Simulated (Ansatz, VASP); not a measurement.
Two plane-wave programs on MgO

File INCAR:

```
SYSTEM = MgO
PREC = Accurate
ENCUT = 840
EDIFF = 1E-6
ISMEAR = -1
SIGMA = 0.02
LREAL = .FALSE.
LASPH = .TRUE.
NELM = 120
ALGO = Normal
ISIF = 2
LWAVE = .FALSE.
LCHARG = .FALSE.
GGA = CA
NBANDS = 15
GGA_COMPAT = .FALSE.
```

Contents of KPOINTS:

```
regular mesh
0
G
  8 8 8
  0 0 0
```

The input POSCAR:

```
MgO
1.0
   -0.0210850000      2.1085000000      2.1085000000
    2.1085000000     -0.0210850000      2.1085000000
    2.0874150000      2.0874150000      0.0000000000
Mg O
1 1
Direct
    0.0000000000      0.0000000000      0.0000000000
    0.5000000000      0.5000000000      0.5000000000
```

Input for Ansatz:

```yaml
crystal:
  lattice:
    - [-0.021084999999999996, 2.1085, 2.1085]
    - [2.1085, -0.021084999999999996, 2.1085]
    - [2.087415, 2.087415, 0.0]
  atoms:
    - { symbol: Mg, position: [0.0, 0.0, 0.0] }
    - { symbol: O, position: [0.5, 0.5, 0.5] }
basis:
  ecutwfc: 517.016338673772
kpoints:
  mp_grid:
    grid: [8, 8, 8]
hamiltonian:
  xc: lda
scf:
  occupations:
    method: fermi_dirac
    width: 0.02
output:
  stress: true
```

Alike in both runs: task single point; functional LDA; k mesh 8 × 8 × 8; occupations fermi-dirac, width 0.02 eV; no spin polarisation.

|  | VASP | Ansatz |
| --- | --- | --- |
| version | VASP 6.6.1 | Ansatz 0.2.0 |
| potentials or method | VASP PAW LDA potentials, release 64 (Mg_sv, O), cutoff 840 eV | plane waves, PAW |
| valence electrons in the cell | 16 | 16 |

VASP gave:

| Quantity | Value |
| --- | --- |
| pressure (GPa) | -6.1 |
| traceless stress, the component that is largest in VASP (GPa) | 2.91 |

Problem. Which values does Ansatz return?

Solution. Pressure (GPa): -6.5; traceless stress, the component that is largest in VASP (GPa): 2.93.

LDA's correlation is that of Perdew and Zunger in VASP and of Perdew and Wang (1992) in Ansatz.
